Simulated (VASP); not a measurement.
Set up this calculation in VASP 6.6.1, as the native input.

| Quantity | Value |
| --- | --- |
| Task | relaxation of cell and atoms |
| Functional | PBE |
| Potentials or basis | VASP PAW PBE potentials, release 64 (Ga_d, Te, O) |
| Cutoff | 600 eV |
| k mesh | 4 × 4 × 4 |
| Occupations | gaussian, width 0.1 eV |
| Spin | no spin polarisation |
| Dipole correction | no |
| Further INCAR settings | ALGO = Normal; EDIFF = 1e-07; IBRION = 2; EDIFFG = -0.04; NSW = 90; ISIF = 3 |

The structure of GaTe2O lies in POSCAR:

```
GaTe2O
1.0
    2.5523001500     -4.6305805600      0.0000000000
    2.5523001500      4.6305805600      0.0000000000
    0.0000000000      0.0000000000      4.7099658700
Ga Te O
1 2 1
Direct
    0.0000000000      0.0000000000      0.0000000000
    0.0000000000      0.5000000000      0.5000000000
    0.5000000000      0.0000000000      0.5000000000
    0.5000000000      0.5000000000      0.5000000000
```

The cell was generated, and may not be a known phase.

One way to write it, as run:

INCAR

```
  PREC = Accurate
  ENCUT = 600
  EDIFF = 1E-7
  ISMEAR = 0
  SIGMA = 0.1
  LREAL = F
  LASPH = T
  NELM = 60
  ALGO = Normal
  ISIF = 3
  LWAVE = F
  LCHARG = F
  GGA = PE
  IBRION = 2
  NSW = 90
  EDIFFG = -0.04
```

KPOINTS

```
Automatic mesh
0
Gamma
  4 4 4
```

Potentials or basis: VASP PAW PBE potentials, release 64 (Ga_d, Te, O).

Command:

```sh
$ cat potpaw_PBE.64/Ga_d/POTCAR potpaw_PBE.64/Te/POTCAR potpaw_PBE.64/O/POTCAR > POTCAR
$ mpirun -np 1 vasp_std > vasp.out
```

It gave:

```yaml
Relaxed_volume: 23.15 Å³/atom
Relaxed_cell: a = 4.680 Å, b = 4.680 Å, c = 4.230 Å, α = 90.00°, β = 90.00°, γ = 91.89°
Space_group_after_relaxing_to_0.1_Å: Cmmm (No. 65)
Pressure_after_relaxing: 0.0 GPa
Band_gap_on_the_k_mesh: zero (an odd number of electrons rules out a gap without spin polarisation)
```

Caveat: the volume moved by over 15 % at a fixed basis, so the end points are rough; spin-orbit coupling is left out, which moves the levels of the heavy elements; an odd number of electrons without spin polarisation forces a metal; a magnetic or distorted state may lie lower.

Wall time 19 min on 1 thread of Oxide Virtual Turin-like Processor (shared host), peak memory 0.27 GiB.
